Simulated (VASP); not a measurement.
Set up this calculation in VASP 6.6.1, as the native input.

```yaml
Task: single point
Functional: PBE
Potentials_or_basis: VASP PAW PBE potentials, release 64 (Mg)
Cutoff: 520 eV
k_mesh: 10 × 10 × 6
Occupations: methfessel-paxton, width 0.1 eV
Spin: no spin polarisation
Dipole_correction: no
Further_INCAR_settings: ALGO = Normal; EDIFF = 1e-06; NBANDS = 9
```

The structure of Mg lies in POSCAR:

```
Mg
1.0
    3.1768806118      0.0000000000      0.0000000000
   -1.5884403059      2.7512589895      0.0000000000
    0.0000000000      0.0000000000      5.1576671086
Mg
2
Direct
    0.3333333333      0.6666666667      0.2500000000
    0.6666666667      0.3333333333      0.7500000000
```

These files were run (other wordings do the same):

INCAR

```
SYSTEM = Mg
ALGO = Normal ; EDIFF = 1E-6
ENCUT = 520 ; GGA = PE
ISIF = 2 ; ISMEAR = 1
LASPH = .TRUE. ; LCHARG = .TRUE.
LELF = .TRUE. ; LREAL = .FALSE.
LVHAR = .TRUE. ; LWAVE = .FALSE.
NBANDS = 9 ; NELM = 60
PREC = Accurate ; SIGMA = 0.1
```

KPOINTS

```
k-points
0
G
  10 10 6
  0 0 0
```

Potentials or basis: VASP PAW PBE potentials, release 64 (Mg).

Launch:

```console
$ cat potpaw_PBE.64/Mg/POTCAR > POTCAR
$ mpirun -np 1 vasp_std > vasp.out
```

It gave:

```json
{
 "Pressure": "0.7 GPa",
 "Band gap on the k mesh": "zero (bands 2 and 3 overlap by 1.89 eV)"
}
```

Wall time 18 s on 1 thread of Intel Xeon 8259CL (shared host), peak memory 0.17 GiB.
